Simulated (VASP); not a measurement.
# TiPt3 (P2/m) in VASP: further runs

TiPt3 is run at these levels: PBEsol; tasks: single point.

All numbers are computed with VASP 6.6.1; they aren't measurements. Logs are shortened: lines on timing, memory, paths and dates and some standing lists are left out, and cuts for length are marked.

## (1) The cell of the first run

Symmetry: P2/m, No. 10, monoclinic system. The conventional cell has a = 3.899 Å, b = 3.899 Å, c = 3.915 Å, α = 90.00°, β = 95.14°, γ = 90.00°. Ti (site symmetry 2/m) has 12 Pt at 2.64 to 2.88 Å within 3.5 Å. Pt (site symmetry 2/m) has 8 Pt at 2.64 to 2.88 Å and 4 Ti at 2.76 Å within 3.5 Å. Pt (site symmetry 2/m) has 4 Ti at 2.64 to 2.88 Å and 8 Pt at 2.76 Å within 3.5 Å. Within 3.5 Å of Pt (site symmetry 2/m) lie 8 Pt at 2.64 to 2.88 Å and 4 Ti at 2.76 Å.

## (2) Single point, PBEsol (shear of c along a, cell held: +9.0 %)

File INCAR:

```
SYSTEM = TiPt3
ALGO = Fast ; EDIFF = 1E-6
ENCUT = 520 ; GGA = PS
ISIF = 2 ; ISMEAR = 0
LASPH = .TRUE. ; LCHARG = .TRUE.
LELF = .TRUE. ; LREAL = .FALSE.
LVHAR = .TRUE. ; LWAVE = .FALSE.
NBANDS = 29 ; NELM = 80
PREC = Accurate ; SIGMA = 0.1
```

File KPOINTS:

```
k-points
0
G
  14 14 14
  0 0 0
```

File POSCAR:

```
TiPt3
1.0
    3.8993537252      0.0000000000      0.0000000000
    0.0000000000      3.8993537252      0.0000000000
    0.3509418353      0.0000000000      3.8993537252
Ti Pt
1 3
Direct
    0.0000000000      0.0000000000      0.0000000000
    0.0000000000      0.5000000000      0.5000000000
    0.5000000000      0.0000000000      0.5000000000
    0.5000000000      0.5000000000      0.0000000000
```

Potentials or basis: VASP PAW PBE potentials, release 64 (Ti_sv, Pt).

Launch:

```
$ cat potpaw_PBE.64/Ti_sv/POTCAR potpaw_PBE.64/Pt/POTCAR > POTCAR
$ mpirun -np 1 vasp_std > vasp.out
```

OUTCAR:

```text
SYSTEM = TiPt3
   EDIFF = 1E-6
   ENCUT = 520
   GGA = PS
   ISIF = 2
   ISMEAR = 0
   LASPH = .TRUE.
   LREAL = .FALSE.
   NELM = 80
   PREC = Accurate

 ion  position               nearest neighbor table
   1  0.000  0.000  0.000-   3 2.64   3 2.64   4 2.76   4 2.76   4 2.76   4 2.76   2 2.76   2 2.76
                             2 2.76   2 2.76   3 2.88   3 2.88
   2  0.000  0.500  0.500-   4 2.64   4 2.64   3 2.76   3 2.76   3 2.76   3 2.76   1 2.76   1 2.76
                             1 2.76   1 2.76   4 2.88   4 2.88
   3  0.500  0.000  0.500-   1 2.64   1 2.64   2 2.76   2 2.76   2 2.76   2 2.76   4 2.76   4 2.76
                             4 2.76   4 2.76   1 2.88   1 2.88
   4  0.500  0.500  0.000-   2 2.64   2 2.64   1 2.76   1 2.76   1 2.76   1 2.76   3 2.76   3 2.76
                             3 2.76   3 2.76   2 2.88   2 2.88

  LATTYP: Found a simple monoclinic cell.
 ALAT       =     3.8993537252
 B/A-ratio  =     1.0000000000
 C/A-ratio  =     1.0040418318
 COS(beta)  =    -0.0896376995

  Lattice vectors:

 A1 = (   3.8993537252,   0.0000000000,   0.0000000000)
 A2 = (   0.0000000000,  -3.8993537252,   0.0000000000)
 A3 = (  -0.3509418353,   0.0000000000,  -3.8993537252)

Analysis of symmetry for initial positions (statically):
=====================================================================
 Subroutine PRICEL returns:
 Original cell was already a primitive cell.

 Routine SETGRP: Setting up the symmetry group for a
 simple monoclinic supercell.

 Subroutine GETGRP returns: Found  4 space group operations
 (whereof  4 operations were pure point group operations)
 out of a pool of  4 trial point group operations.

The static configuration has the point symmetry C_2h.

Analysis of symmetry for dynamics (positions and initial velocities):
=====================================================================
 Subroutine PRICEL returns:
 Original cell was already a primitive cell.

 Routine SETGRP: Setting up the symmetry group for a
 simple monoclinic supercell.

 Subroutine GETGRP returns: Found  4 space group operations
 (whereof  4 operations were pure point group operations)
 out of a pool of  4 trial point group operations.

The dynamic configuration has the point symmetry C_2h.

 Subroutine INISYM returns: Found  4 space group operations
 (whereof  4 operations are pure point group operations),
 and found     1 'primitive' translations

----------------------------------------------------------------------------------------
[... 99 lines left out ...]
   EDIFFG = 0.1E-04   stopping-criterion for IOM
   NSW    =      0    number of steps for IOM
   IBRION =     -1    ionic relax: 0-MD 1-quasi-New 2-CG
   NFREE  =      0    steps in history (QN), initial steepest desc. (CG)
   ISIF   =      2    stress and relaxation
   ISYM   =      2    0-nonsym 1-usesym 2-fastsym
   POTIM  = 0.5000    time-step for ionic-motion
   TEBEG  =    0.0;   TEEND  =   0.0 temperature during run
   PSTRESS=    0.0 pullay stress
   NELECT =      42.0000    total number of electrons
   NUPDOWN=      -1.0000    fix difference up-down
   EMIN   =  10.00;   EMAX   =-10.00  energy-range for DOS
   EFERMI =   0.00;   METHOD = LEGACY
   ISMEAR =     0;   SIGMA  =   0.10  broadening in eV -4-tet -1-fermi 0-gaus
   EFERMI_NEDOS =   21; number of points for ismear=-14 and -15
   IALGO  =     68    algorithm
   IMIX   =      4    mixing-type and parameters
     AMIX     =   0.40;   BMIX     =  1.00
     AMIX_MAG =   1.60;   BMIX_MAG =  1.00
  volume/ion in A,a.u.               =      14.82       100.03
  Fermi-wavevector in a.u.,A,eV,Ry     =   1.459370  2.757809 28.977139  2.129760
  Thomas-Fermi vector in A             =   2.575945
   LORBIT       =      0    0 simple, 1 ext, 2 COOP (PROOUT), +10 PAW based schemes
   GGA     = PS    functional components
   LHFCALC =     F    Hartree Fock is set to
   AEXX    =    0.0000 exact exchange contribution
   IVDW    =     0    specifies the selected vdW correction
   LEPSILON=     F    determine dielectric tensor
   LRPA    =     F    only Hartree local field effects (RPA)
 non-spin polarized calculation
 RMM-DIIS sequential band-by-band and
 Gauss-broadening in eV      SIGMA  =   0.10
  energy-cutoff  :      520.00
  volume of cell :       59.29
 maximum number of plane-waves:      1616
 NGX is ok and might be reduce to    30
   NGX = 15   NGY = 15   NGZ = 15

 number of electron      41.9999997 magnetization

 Free energy of the ion-electron system (eV)
  ---------------------------------------------------
  ext. energy  EPLUGINS =         0.00000000
  ---------------------------------------------------
  free energy    TOTEN  =       -32.52668891 eV

  energy without entropy =      -32.51882100  energy(sigma->0) =      -32.52275496

 E-fermi :  11.6348     XC(G=0): -13.4066

 val. band max:       11.6344190327   @ k =   0.0000   0.5000   0.1429
 cond. band min:      11.6348704202   @ k =  -0.4286   0.5000   0.4286
 fundamental gap:      0.0004513876
 Fermi energy:        11.6347866744

 k-point     1 :       0.0000    0.0000    0.0000
  band No.  band energies     occupation
      1     -46.2688      2.00000
      2     -22.6049      2.00000
      3     -22.5895      2.00000
      4     -22.5785      2.00000
      5       1.4021      2.00000
      6       4.2300      2.00000
[... 757 lines left out ...]
     28      18.0813      0.00000
     29      19.7395      0.00000

 [... further k-points ...]

------------------------ aborting loop because EDIFF is reached ----------------------------------------

  FORCE on cell =-STRESS in cart. coord.  units (eV):
  Direction    XX          YY          ZZ          XY          YZ          ZX
  --------------------------------------------------------------------------------------
  -------------------------------------------------------------------------------------
  Total        0.9393559     -0.5459865      1.6315208      0.0000000      0.0000000     -5.2527130
  in kB       25.3841626    -14.7541627     44.0884981      0.0000000      0.0000000   -141.9437768
  external PRESSURE =      18.2394994 kB  Pullay stress =       0.0000000 kB

 VOLUME and BASIS-vectors are now :
 -----------------------------------------------------------------------------
  energy-cutoff  :      520.00
  volume of cell :       59.29
      direct lattice vectors                 reciprocal lattice vectors
     3.899353725  0.000000000  0.000000000     0.256452754  0.000000000 -0.023080748
     0.000000000  3.899353725  0.000000000     0.000000000  0.256452754  0.000000000
     0.350941835  0.000000000  3.899353725     0.000000000  0.000000000  0.256452754

 POSITION                                       TOTAL-FORCE (eV/Angst)
 -----------------------------------------------------------------------------------
      0.00000      0.00000      0.00000        -0.000000      0.000000      0.000000
      0.17547      1.94968      1.94968        -0.000000      0.000000      0.000000
      2.12515      0.00000      1.94968         0.000000      0.000000      0.000000
      1.94968      1.94968      0.00000         0.000000      0.000000      0.000000
 -----------------------------------------------------------------------------------
    total drift:                               -0.000000      0.000000     -0.000000

  FREE ENERGIE OF THE ION-ELECTRON SYSTEM (eV)
  ---------------------------------------------------
  free  energy   TOTEN  =       -32.5266889148 eV

  energy  without entropy=      -32.5188209994  energy(sigma->0) =      -32.52275496
```

OSZICAR:

```text
N       E                     dE             d eps       ncg     rms          rms(c)
DAV:   1     0.373491778075E+03    0.37349E+03   -0.20873E+04 46400   0.157E+03
DAV:   2    -0.826651798876E+01   -0.38176E+03   -0.36286E+03 48763   0.404E+02
DAV:   3    -0.349644913264E+02   -0.26698E+02   -0.25322E+02 57566   0.101E+02
[... 24 lines left out ...]
RMM:  28    -0.325266853819E+02   -0.10518E-05   -0.14083E-05 45169   0.102E-02    0.184E-03
RMM:  29    -0.325266868082E+02   -0.14263E-05   -0.17422E-05 43898   0.985E-03    0.197E-03
RMM:  30    -0.325266875265E+02   -0.71828E-06   -0.10065E-05 43682   0.956E-03    0.208E-03
RMM:  31    -0.325266884023E+02   -0.87585E-06   -0.11398E-05 43429   0.947E-03    0.217E-03
RMM:  32    -0.325266889148E+02   -0.51243E-06   -0.76008E-06 43614   0.937E-03
   1 F= -.32526689E+02 E0= -.32522755E+02  d E =-.786792E-02
```

It took 25 min on 1 thread of Intel Xeon Platinum 8559C (Emerald Rapids), shared host; peak memory 1.1 GiB.

Results:

```
Free energy            : -32.5267 eV
Pressure               : 1.8 GPa
Band gap on the k mesh : zero (bands 21 and 22 overlap by 1.80 eV)
```

Stress tensor (GPa, compression positive):
```
  2.54   0.00 -14.19
  0.00  -1.48   0.00
-14.19   0.00   4.41
```

Caveat: the cell differs from its parent crystal (shear of c along a, cell held: +9.0 %); the stress differs along the axes, from -1 to 4 GPa; the PAW data sets were made with another functional, which shifts forces and pressure a little; spin-orbit coupling is left out, which moves the levels of the heavy elements.

(Continued in part 2 of 2.)
